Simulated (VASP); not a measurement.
# SiC (P6_3mc) in VASP: single point with r2SCAN

Aim: the single point of SiC with r2SCAN.

Everything below comes from runs of VASP 6.6.1. Logs are shortened: lines on timing, memory, paths and dates and some standing lists are left out, and cuts for length are marked.

## (1) The cell of the first run

The structure is hexagonal, space group P6_3mc (No. 186). The conventional cell has a = 3.077 Å, b = 3.077 Å, c = 15.098 Å, α = 90.00°, β = 90.00°, γ = 120.00°. Within 2.5 Å of Si (site symmetry 3m) lie 4 C at 1.88 to 1.89 Å. Within 2.5 Å of Si (site symmetry 3m) lie 4 C at 1.88 to 1.89 Å. Within 2.5 Å of Si (site symmetry 3m) lie 4 C at 1.89 Å. Within 2.5 Å of C (site symmetry 3m) lie 4 Si at 1.88 to 1.89 Å. Within 2.5 Å of C (site symmetry 3m) lie 4 Si at 1.88 to 1.89 Å. Within 2.5 Å of C (site symmetry 3m) lie 4 Si at 1.89 Å.

## (2) Single point, r2SCAN

Contents of POSCAR:

```
SiC
1.0
    3.0766210100      0.0000000000      0.0000000000
   -1.5383105100      2.6644319500      0.0000000000
    0.0000000000      0.0000000000     15.0980843200
Si C
6 6
Direct
    0.3333333300      0.6666666700      0.8329861500
    0.6666666700      0.3333333300      0.3329861500
    0.6666666700      0.3333333300      0.6665006000
    0.3333333300      0.6666666700      0.1665006000
    0.0000000000      0.0000000000      0.4997294200
    0.0000000000      0.0000000000      0.9997294200
    0.0000000000      0.0000000000      0.8743664100
    0.0000000000      0.0000000000      0.3743664100
    0.3333333300      0.6666666700      0.7079967800
    0.6666666700      0.3333333300      0.2079967800
    0.6666666700      0.3333333300      0.5415216400
    0.3333333300      0.6666666700      0.0415216400
```

Contents of INCAR.step1:

```
PREC = Accurate ; ENCUT = 520
ISMEAR = 0 ; SIGMA = 0.1
LREAL = False ; LASPH = True
NELM = 100 ; NBANDS = 36
GGA = PE ; ALGO = Normal
EDIFF = 1E-4 ; LWAVE = True
LCHARG = False
```

Contents of INCAR.step2:

```
PREC = Accurate ; ENCUT = 520
EDIFF = 1E-7 ; ISMEAR = 0
SIGMA = 0.1 ; LREAL = False
LASPH = True ; NELM = 100
ALGO = Normal ; ISIF = 2
LWAVE = False ; LCHARG = False
METAGGA = R2SCAN ; LMIXTAU = True
NBANDS = 36 ; ISTART = 1
```

Contents of KPOINTS:

```
Automatic mesh
0
Gamma
  6 6 2
```

Potentials or basis: VASP PAW PBE potentials, release 64 (Si, C).

Launch:

```
cat potpaw_PBE.64/Si/POTCAR potpaw_PBE.64/C/POTCAR > POTCAR
cp INCAR.step1 INCAR
mpirun -np 1 vasp_std > vasp.out
cp INCAR.step2 INCAR
mpirun -np 1 vasp_std > vasp.out
```

OUTCAR:

```text
PREC = Accurate
   ENCUT = 520
   EDIFF = 1E-7
   ISMEAR = 0
   LREAL = False
   LASPH = True
   NELM = 100
   ISIF = 2
   METAGGA = R2SCAN
   ISTART = 1

 ion  position               nearest neighbor table
   1  0.333  0.667  0.833-   7 1.88   7 1.88   7 1.88   9 1.89   3 3.08   3 3.08   3 3.08   6 3.08
                             6 3.08   6 3.08
   2  0.667  0.333  0.333-   8 1.88   8 1.88   8 1.88  10 1.89   4 3.08   4 3.08   4 3.08   5 3.08
                             5 3.08   5 3.08
   3  0.667  0.333  0.667-   9 1.88   9 1.88   9 1.88  11 1.89   1 3.08   1 3.08   1 3.08   5 3.08
                             5 3.08   5 3.08
   4  0.333  0.667  0.167-  10 1.88  10 1.88  10 1.88  12 1.89   2 3.08   2 3.08   2 3.08   6 3.08
                             6 3.08   6 3.08
   5  0.000  0.000  0.500-  11 1.89  11 1.89  11 1.89   8 1.89   2 3.08   2 3.08   2 3.08   3 3.08
                             3 3.08   3 3.08
   6  0.000  0.000  1.000-  12 1.89  12 1.89  12 1.89   7 1.89   1 3.08   1 3.08   1 3.08   4 3.08
                             4 3.08   4 3.08
   7  0.000  0.000  0.874-   1 1.88   1 1.88   1 1.88   6 1.89
   8  0.000  0.000  0.374-   2 1.88   2 1.88   2 1.88   5 1.89
   9  0.333  0.667  0.708-   3 1.88   3 1.88   3 1.88   1 1.89
  10  0.667  0.333  0.208-   4 1.88   4 1.88   4 1.88   2 1.89
  11  0.667  0.333  0.542-   5 1.89   5 1.89   5 1.89   3 1.89
  12  0.333  0.667  0.042-   6 1.89   6 1.89   6 1.89   4 1.89

  LATTYP: Found a hexagonal cell.
 ALAT       =     3.0766210100
 C/A-ratio  =     4.9073591680

  Lattice vectors:

 A1 = (   3.0766210100,   0.0000000000,   0.0000000000)
 A2 = (  -1.5383105100,   2.6644319500,   0.0000000000)
 A3 = (   0.0000000000,   0.0000000000,  15.0980843200)

Analysis of symmetry for initial positions (statically):
=====================================================================
 Subroutine PRICEL returns:
 Original cell was already a primitive cell.

 Routine SETGRP: Setting up the symmetry group for a
 hexagonal supercell.

 Subroutine GETGRP returns: Found 12 space group operations
 (whereof  6 operations were pure point group operations)
 out of a pool of 24 trial point group operations.

The static configuration has the point symmetry C_3v.
 The point group associated with its full space group is C_6v.

Analysis of symmetry for dynamics (positions and initial velocities):
=====================================================================
 Subroutine PRICEL returns:
[... 130 lines left out ...]
   NELECT =      48.0000    total number of electrons
   NUPDOWN=      -1.0000    fix difference up-down
   EMIN   =  10.00;   EMAX   =-10.00  energy-range for DOS
   EFERMI =   0.00;   METHOD = LEGACY
   ISMEAR =     0;   SIGMA  =   0.10  broadening in eV -4-tet -1-fermi 0-gaus
   EFERMI_NEDOS =   21; number of points for ismear=-14 and -15
   IALGO  =     38    algorithm
   IMIX   =      4    mixing-type and parameters
     AMIX     =   0.40;   BMIX     =  1.00
     AMIX_MAG =   1.60;   BMIX_MAG =  1.00
  volume/ion in A,a.u.               =      10.31        69.60
  Fermi-wavevector in a.u.,A,eV,Ry     =   1.193865  2.256077 19.392557  1.425313
  Thomas-Fermi vector in A             =   2.329869
   LORBIT       =      0    0 simple, 1 ext, 2 COOP (PROOUT), +10 PAW based schemes
   METAGGA = R2SCAN    functional components
   LHFCALC =     F    Hartree Fock is set to
   AEXX    =    0.0000 exact exchange contribution
   IVDW    =     0    specifies the selected vdW correction
   LEPSILON=     F    determine dielectric tensor
   LRPA    =     F    only Hartree local field effects (RPA)
 non-spin polarized calculation
 Gauss-broadening in eV      SIGMA  =   0.10
  energy-cutoff  :      520.00
  volume of cell :      123.77
 maximum number of plane-waves:      3356
 NGX is ok and might be reduce to    24
   NGX = 11   NGY = 11   NGZ = 57

 number of electron      47.9999998 magnetization

 Free energy of the ion-electron system (eV)
  ---------------------------------------------------
  ext. energy  EPLUGINS =         0.00000000
  ---------------------------------------------------
  free energy    TOTEN  =      -115.93501168 eV

  energy without entropy =     -115.93501168  energy(sigma->0) =     -115.93501168

 E-fermi :   8.5401     XC(G=0): -11.9451

 val. band max:        8.0683563917   @ k =   0.0000   0.0000   0.0000
 cond. band min:      10.4649275601   @ k =   0.5000   0.0000   0.0000
 fundamental gap:      2.3965711684
 Fermi energy:         8.5401050532

 k-point     1 :       0.0000    0.0000    0.0000
  band No.  band energies     occupation
      1      -8.1922      2.00000
      2      -7.6511      2.00000
      3      -7.6137      2.00000
      4      -6.0740      2.00000
      5      -6.0421      2.00000
      6      -4.5550      2.00000
[... 535 lines left out ...]
     35      18.1279      0.00000
     36      18.1279      0.00000

------------------------ aborting loop because EDIFF is reached ----------------------------------------

  FORCE on cell =-STRESS in cart. coord.  units (eV):
  Direction    XX          YY          ZZ          XY          YZ          ZX
  --------------------------------------------------------------------------------------
  -------------------------------------------------------------------------------------
  Total        0.2179059      0.2179059      0.0961409     -0.0000000      0.0000000      0.0000000
  in kB        2.8208441      2.8208441      1.2445666     -0.0000000      0.0000000      0.0000000
  external PRESSURE =       2.2954183 kB  Pullay stress =       0.0000000 kB

 VOLUME and BASIS-vectors are now :
 -----------------------------------------------------------------------------
  energy-cutoff  :      520.00
  volume of cell :      123.77
      direct lattice vectors                 reciprocal lattice vectors
     3.076621010  0.000000000  0.000000000     0.325031909  0.187657261  0.000000000
    -1.538310510  2.664431950  0.000000000     0.000000000  0.375314521  0.000000000
     0.000000000  0.000000000 15.098084320     0.000000000  0.000000000  0.066233568

 POSITION                                       TOTAL-FORCE (eV/Angst)
 -----------------------------------------------------------------------------------
     -0.00000      1.77629     12.57650        -0.000000     -0.000000      0.004654
      1.53831      0.88814      5.02745        -0.000000      0.000000      0.004654
      1.53831      0.88814     10.06288        -0.000000      0.000000      0.003422
     -0.00000      1.77629      2.51384        -0.000000      0.000000      0.003422
      0.00000      0.00000      7.54496         0.000000      0.000000     -0.000479
      0.00000      0.00000     15.09400        -0.000000      0.000000     -0.000479
      0.00000      0.00000     13.20126         0.000000      0.000000     -0.003575
      0.00000      0.00000      5.65222         0.000000      0.000000     -0.003575
     -0.00000      1.77629     10.68940        -0.000000      0.000000     -0.004494
      1.53831      0.88814      3.14035         0.000000     -0.000000     -0.004494
      1.53831      0.88814      8.17594         0.000000     -0.000000      0.000471
     -0.00000      1.77629      0.62690        -0.000000      0.000000      0.000471
 -----------------------------------------------------------------------------------
    total drift:                               -0.000000     -0.000000      0.000052

  FREE ENERGIE OF THE ION-ELECTRON SYSTEM (eV)
  ---------------------------------------------------
  free  energy   TOTEN  =      -115.9350116845 eV

  energy  without entropy=     -115.9350116845  energy(sigma->0) =     -115.93501168
```

OUTCAR.step1:

```text
PREC = Accurate
   ENCUT = 520
   ISMEAR = 0
   LREAL = False
   LASPH = True
[... 802 lines left out ...]
     -0.00000      1.77629     10.68940         0.000000     -0.000000     -0.003851
      1.53831      0.88814      3.14035        -0.000000      0.000000     -0.003851
      1.53831      0.88814      8.17594         0.000000      0.000000     -0.005147
     -0.00000      1.77629      0.62690        -0.000000      0.000000     -0.005147
 -----------------------------------------------------------------------------------
    total drift:                               -0.000000     -0.000000     -0.000627

  FREE ENERGIE OF THE ION-ELECTRON SYSTEM (eV)
  ---------------------------------------------------
  free  energy   TOTEN  =       -90.3146828048 eV

  energy  without entropy=      -90.3146828048  energy(sigma->0) =      -90.31468280
```

Run time: 4.5 min. Hardware: 1 thread of AMD EPYC 7R13 (Zen 3), shared host; peak memory 0.23 GiB.

What came out:

```
Free energy            : -115.9350 eV
Pressure               : 0.2 GPa
Largest force          : 0.005 eV/Å
Band gap on the k mesh : 2.40 eV, indirect (least direct gap 3.55 eV)
```

Forces on the atoms (eV/Å):
```
Si   0.000  0.000  0.005
Si   0.000  0.000  0.005
Si   0.000  0.000  0.003
Si   0.000  0.000  0.003
Si   0.000  0.000  0.000
Si   0.000  0.000  0.000
C    0.000  0.000 -0.004
C    0.000  0.000 -0.004
C    0.000  0.000 -0.004
C    0.000  0.000 -0.004
C    0.000  0.000  0.000
C    0.000  0.000  0.000
```

Stress tensor (GPa, compression positive):
```
0.28 0.00 0.00
0.00 0.28 0.00
0.00 0.00 0.12
```

Caveat: the PAW data sets were made with another functional, which shifts forces and pressure a little.
